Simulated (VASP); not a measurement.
Ga, 2 atoms in the cell. It takes space group Cmcm (No. 63, orthorhombic). The conventional cell has a = 2.929 Å, b = 8.211 Å, c = 3.170 Å, α = 90.00°, β = 90.00°, γ = 90.00°. Within 3.6 Å of Ga (site symmetry m2m) lie 10 Ga at 2.70 to 3.17 Å.  This cell differs from its parent crystal: equal xx and yy strain of +1 %.

* Program: VASP 6.6.1
* Task: single point
* Functional: PBE
* Potentials or basis: VASP PAW PBE potentials, release 64 (Ga_d)
* Cutoff: 520 eV
* k mesh: 12 × 12 × 10
* Occupations: fermi-dirac, width 0.08 eV
* Spin: no spin polarisation
* Dipole correction: no
* Further INCAR settings: ALGO = Normal; EDIFF = 1e-06; NBANDS = 20

Potentials or basis: VASP PAW PBE potentials, release 64 (Ga_d).

The run is started by

```bash
$ cat potpaw_PBE.64/Ga_d/POTCAR > POTCAR
$ mpirun -np 1 vasp_std > vasp.out
```

Hardware: 1 thread of Intel(R) Xeon(R) 6975P-C (Granite Rapids) (shared host).

Question: How long does it take, and how much memory?

Answer: Run time: 40 s on 1 thread of Intel(R) Xeon(R) 6975P-C (Granite Rapids), on a shared host, peak memory 0.28 GiB. Counts: scf iterations 10, k points 258.
